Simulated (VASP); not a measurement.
## Zn5BiO: single point with PBE

Zn5BiO:

```
Zn Bi O
1.0
     0.00000    4.06205    4.06205
     4.06205    0.00000    4.06205
     4.06205    4.06205    0.00000
Zn Bi O
5 1 1
Cartesian
  5.1930 2.9311 5.1930
  5.1930 5.1930 2.9311
  2.9311 5.1930 5.1930
  2.9311 2.9311 2.9311
  6.0931 6.0931 6.0931
  0.0000 0.0000 0.0000
  4.0621 4.0621 4.0621
```

```
Program                : VASP 6.6.1
Task                   : single point
Functional             : PBE
Potentials or basis    : VASP PAW PBE potentials, release 64 (Zn, Bi_d, O)
Cutoff                 : 520 eV
k mesh                 : 8 × 8 × 8
Occupations            : gaussian, width 0.1 eV
Spin                   : no spin polarisation
Dipole correction      : no
Further INCAR settings : ALGO = Normal; EDIFF = 1e-06; NBANDS = 50
```

```
Pressure               : 0.3 GPa
Largest force          : 0.052 eV/Å
Band gap on the k mesh : zero (an odd number of electrons rules out a gap without spin polarisation)
```

Forces in eV/Å, atoms in the order of the input:
```
Zn   0.030 -0.030  0.030
Zn   0.030  0.030 -0.030
Zn  -0.030  0.030  0.030
Zn  -0.030 -0.030 -0.030
Zn   0.000  0.000  0.000
Bi   0.000  0.000  0.000
O    0.000  0.000  0.000
```

Levels at points of the mesh, in eV from the Fermi level:
| k point | band 37 | band 38 | band 39 | band 40 | band 41 | band 42 | band 43 | band 44 |
| --- | --- | --- | --- | --- | --- | --- | --- | --- |
| (0.00, 0.00, 0.00) | -2.09 | -1.97 | -1.97 | -1.97 | -0.76 | -0.76 | -0.76 | 1.33 |
| (0.50, 0.00, 0.00) | -3.36 | -2.76 | -2.76 | -0.20 | 0.22 | 0.22 | 2.09 | 2.29 |
| (0.50, 0.50, 0.00) | -3.34 | -2.43 | -2.43 | -2.17 | 1.40 | 2.31 | 2.63 | 2.63 |

Run time: 2.1 min on 1 thread of Intel(R) Xeon(R) 6975P-C (Granite Rapids), with other jobs on the host, peak memory 0.4 GiB.

Caveat: spin-orbit coupling is left out, which moves the levels of the heavy elements.
